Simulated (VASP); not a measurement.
Crystal: LaYO.

```
La Y O
1.0
     4.10769    0.00000    0.00000
    -2.05385    3.55736    0.00000
     0.00000    0.00000    3.97300
La Y O
1 1 1
Direct
  0.00000 0.00000 0.50000
  0.66667 0.33333 0.00000
  0.33333 0.66667 0.00000
```

| Property | Result |
| --- | --- |
| Program | VASP 6.6.1 |
| Task | relaxation of cell and atoms |
| Functional | PBE |
| Potentials or basis | VASP PAW PBE potentials, release 64 (La, Y_sv, O) |
| Cutoff | 600 eV |
| k mesh | 6 × 6 × 4 |
| Occupations | gaussian, width 0.1 eV |
| Spin | no spin polarisation |

At the start: pressure 8.2 GPa; volume 19.35 Å³/atom.

Q: How do energy, volume and symmetry change on relaxing?

A: Over 10 steps the energy falls by 658.0 meV/atom and the volume is 24.99 Å³/atom (+29.1 %); space group P-6m2 (No. 187, to 0.05 Å).

The path:
```
step  energy change (eV)  largest force (eV/Å)  pressure (GPa)  volume (Å³)
   1              0.0000                0.0000            8.16        58.06
   2             -0.3987                0.0000            0.74        66.65
   3             -0.5038                0.0000           -3.64        74.26
   4             -0.8919                0.0000           -3.76        76.30
   5             -1.8584                0.0000           -4.82        79.99
   6             -1.8865                0.0000           -4.55        80.41
   7             -1.8879                0.0000           -4.75        80.20
   8             -1.9199                0.0000            4.45        71.32
   9             -1.9740                0.0000           -0.08        75.07
  10             -1.9740                0.0000            0.05        74.97
```

Final structure:
```xyz
3
Lattice="3.7776 0.0000 0.0000 -1.8888 3.2715 0.0000 0.0000 0.0000 6.0660" Properties=species:S:1:pos:R:3 pbc="T T T"
La    0.0000    0.0000    3.0330
Y     1.8888    1.0905    6.0660
O     0.0000    2.1810    0.0000
```

Caveat: the k points lie up to 0.32 Å⁻¹ apart in the final cell; the volume moved by over 15 % at a fixed basis, so the end points are rough.
